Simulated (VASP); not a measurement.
A run of VASP 6.6.1:

File INCAR:

```
  ALGO = Normal
  EDIFF = 1E-6
  ENCUT = 520
  GGA = PS
  ISIF = 2
  ISMEAR = -1
  LASPH = True
  LCHARG = True
  LELF = True
  LREAL = False
  LVHAR = True
  LWAVE = False
  NBANDS = 28
  NELM = 80
  PREC = Accurate
  SIGMA = 0.05
```

The input KPOINTS:

```
k-points
0
Gamma
  3 3 3
```

File POSCAR:

```
Ta3Os
1.0
    0.0000000000      3.2228180000      3.2228180000
    3.2228180000      0.0000000000      3.2228180000
    3.2228180000      3.2228180000      0.0000000000
Ta Os
3 1
Direct
    0.2500000000      0.2500000000      0.2500000000
    0.7500000000      0.7500000000      0.7500000000
    0.5000000000      0.5000000000      0.5000000000
    0.0000000000      0.0000000000      0.0000000000
```

Potentials or basis: VASP PAW PBE potentials, release 64 (Ta_pv, Os).

Run with:

```bash
$ cat potpaw_PBE.64/Ta_pv/POTCAR potpaw_PBE.64/Os/POTCAR > POTCAR
$ mpirun -np 1 vasp_std > vasp.out
```

Hardware: 1 thread of AMD EPYC 9R14 (Zen 4), with other jobs on the host.

Problem. Estimate the wall time of this run.

Solution. Wall time 20 s on 1 thread of AMD EPYC 9R14 (Zen 4), with other jobs on the host, peak memory 0.17 GiB. Counts: scf iterations 14, k points 4.
